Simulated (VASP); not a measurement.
# InP (Fm-3m) in VASP: further runs, part 2 of 2

VASP 6.6.1. The steps go on from the part before.

## Step 4: Single point, LDA (volume scaled by 1.04)

The input, INCAR:

```
PREC = Accurate
ENCUT = 520
EDIFF = 1E-6
ISMEAR = -1
SIGMA = 0.05
LREAL = F
LASPH = T
NELM = 80
ALGO = Normal
ISIF = 2
LWAVE = F
LCHARG = T
GGA = CA
LELF = T
LVHAR = T
NBANDS = 16
```

The input, KPOINTS:

```
Automatic mesh
0
Gamma
  8 8 8
```

The input, POSCAR:

```
InP
1.0
    0.0000000000      2.8052702047      2.8052702047
    2.8052702047      0.0000000000      2.8052702047
    2.8052702047      2.8052702047      0.0000000000
In P
1 1
Direct
    0.0000000000      0.0000000000      0.0000000000
    0.5000000000      0.5000000000      0.5000000000
```

Potentials or basis: VASP PAW LDA potentials, release 64 (In_d, P).

Run with:

```console
$ cat potpaw_LDA.64/In_d/POTCAR potpaw_LDA.64/P/POTCAR > POTCAR
$ mpirun -np 1 vasp_std > vasp.out
```

OUTCAR:

```text
PREC = Accurate
   ENCUT = 520
   EDIFF = 1E-6
   ISMEAR = -1
   LREAL = F
   LASPH = T
   NELM = 80
   ISIF = 2
   GGA = CA

 ion  position               nearest neighbor table
   1  0.000  0.000  0.000-   2 2.81   2 2.81   2 2.81   2 2.81   2 2.81   2 2.81
   2  0.500  0.500  0.500-   1 2.81   1 2.81   1 2.81   1 2.81   1 2.81   1 2.81

  LATTYP: Found a face centered cubic cell.
 ALAT       =     5.6105404094

  Lattice vectors:

 A1 = (   0.0000000000,   2.8052702047,   2.8052702047)
 A2 = (   2.8052702047,   0.0000000000,   2.8052702047)
 A3 = (   2.8052702047,   2.8052702047,   0.0000000000)

Analysis of symmetry for initial positions (statically):
=====================================================================
 Subroutine PRICEL returns:
 Original cell was already a primitive cell.

 Routine SETGRP: Setting up the symmetry group for a
 face centered cubic supercell.

 Subroutine GETGRP returns: Found 48 space group operations
 (whereof 48 operations were pure point group operations)
[... 156 lines left out ...]
 Free energy of the ion-electron system (eV)
  ---------------------------------------------------
  ext. energy  EPLUGINS =         0.00000000
  ---------------------------------------------------
  free energy    TOTEN  =        -9.20468344 eV

  energy without entropy =       -9.19059201  energy(sigma->0) =       -9.19763772

 E-fermi :   6.4322     XC(G=0): -10.4627

 val. band max:        6.4128684878   @ k =  -0.3750   0.3750   0.0000
 cond. band min:       6.4379196750   @ k =   0.0000   0.0000   0.0000
 fundamental gap:      0.0250511872
 Fermi energy:         6.4321586081

 k-point     1 :       0.0000    0.0000    0.0000
  band No.  band energies     occupation
      1      -7.7409      2.00000
      2      -7.7409      2.00000
      3      -7.7193      2.00000
      4      -7.7193      2.00000
      5      -7.7193      2.00000
      6      -5.3471      2.00000
[... 433 lines left out ...]
      3      -7.7059      2.00000
      4      -7.6757      2.00000
      5      -7.6392      2.00000
      6      -2.9029      2.00000
[... 8 lines left out ...]
     15      16.2918      0.00000
     16      18.9040      0.00000

 [... further k-points ...]
[... 5 lines left out ...]
  --------------------------------------------------------------------------------------
  -------------------------------------------------------------------------------------
  Total       -2.0064555     -2.0064555     -2.0064555     -0.0000000      0.0000000     -0.0000000
  in kB      -72.8091601    -72.8091601    -72.8091601     -0.0000000      0.0000000     -0.0000000
  external PRESSURE =     -72.8091601 kB  Pullay stress =       0.0000000 kB

 VOLUME and BASIS-vectors are now :
 -----------------------------------------------------------------------------
  energy-cutoff  :      520.00
  volume of cell :       44.15
      direct lattice vectors                 reciprocal lattice vectors
     0.000000000  2.805270205  2.805270205    -0.178235950  0.178235950  0.178235950
     2.805270205  0.000000000  2.805270205     0.178235950 -0.178235950  0.178235950
     2.805270205  2.805270205  0.000000000     0.178235950  0.178235950 -0.178235950

 POSITION                                       TOTAL-FORCE (eV/Angst)
 -----------------------------------------------------------------------------------
      0.00000      0.00000      0.00000        -0.000000      0.000000     -0.000000
      2.80527      2.80527      2.80527         0.000000     -0.000000      0.000000
 -----------------------------------------------------------------------------------
    total drift:                               -0.000000      0.000000      0.000000

  FREE ENERGIE OF THE ION-ELECTRON SYSTEM (eV)
  ---------------------------------------------------
  free  energy   TOTEN  =        -9.2046834373 eV

  energy  without entropy=       -9.1905920109  energy(sigma->0) =       -9.19763772
```

OSZICAR:

```text
N       E                     dE             d eps       ncg     rms          rms(c)
DAV:   1     0.109143462930E+03    0.10914E+03   -0.84541E+03   936   0.131E+03
DAV:   2    -0.218580905543E+01   -0.11133E+03   -0.10639E+03  1064   0.307E+02
DAV:   3    -0.931740745289E+01   -0.71316E+01   -0.70083E+01  1176   0.724E+01
DAV:   4    -0.949417439572E+01   -0.17677E+00   -0.17666E+00  1216   0.118E+01
DAV:   5    -0.950113313478E+01   -0.69587E-02   -0.69585E-02  1328   0.206E+00    0.453E+00
DAV:   6    -0.921999942993E+01    0.28113E+00   -0.49969E-01  1408   0.112E+01    0.257E+00
DAV:   7    -0.920829224009E+01    0.11707E-01   -0.53098E-02  1296   0.180E+00    0.110E+00
DAV:   8    -0.920499663033E+01    0.32956E-02   -0.65613E-03  1232   0.997E-01    0.125E-01
DAV:   9    -0.920470602785E+01    0.29060E-03   -0.12329E-03  1464   0.519E-01    0.759E-02
DAV:  10    -0.920468466982E+01    0.21358E-04   -0.86267E-05  1304   0.101E-01    0.466E-02
DAV:  11    -0.920468406573E+01    0.60408E-06   -0.21025E-05  1280   0.386E-02    0.835E-03
DAV:  12    -0.920468343727E+01    0.62847E-06   -0.27634E-06  1096   0.122E-02
   1 F= -.92046834E+01 E0= -.91976377E+01  d E =-.140914E-01
```

It took 18 s on 1 thread of Intel Xeon 6975P-C, shared host; peak memory 0.15 GiB.

Results:

```
Free energy            : -9.2047 eV
Pressure               : -7.3 GPa
Band gap on the k mesh : zero (band 9 reaches 6.68 eV, above the bottom of band 10 at 4.16 eV)
```

Caveat: spin-orbit coupling is left out, which moves the levels of the heavy elements.

## Step 5: Summary

| level | potentials or basis | cell | gap on the mesh (eV) | pressure (GPa) |
| --- | --- | --- | --- | --- |
| LDA | VASP PAW LDA potentials, release 64 (In_d, P) | a = 3.942 Å, angles 60.0°, 2 atoms | none | -6.3 |
| PBEsol | VASP PAW PBE potentials, release 64 (In_d, P) | a = 3.942 Å, angles 60.0°, 2 atoms | none | -4.6 |
| LDA | VASP PAW LDA potentials, release 64 (In_d, P) | a = 3.967 Å, angles 60.0°, 2 atoms | none | -7.3 |

Alike in all rows: task single point; no spin polarisation; k mesh 8 × 8 × 8; cutoff (eV) 520; smearing fermi-dirac 0.05 eV.

Caveats: spin-orbit coupling is left out, which moves the levels of the heavy elements; the PAW data sets were made with another functional, which shifts forces and pressure a little (some runs).

Absolute energies hang on the potentials; compare differences alone.
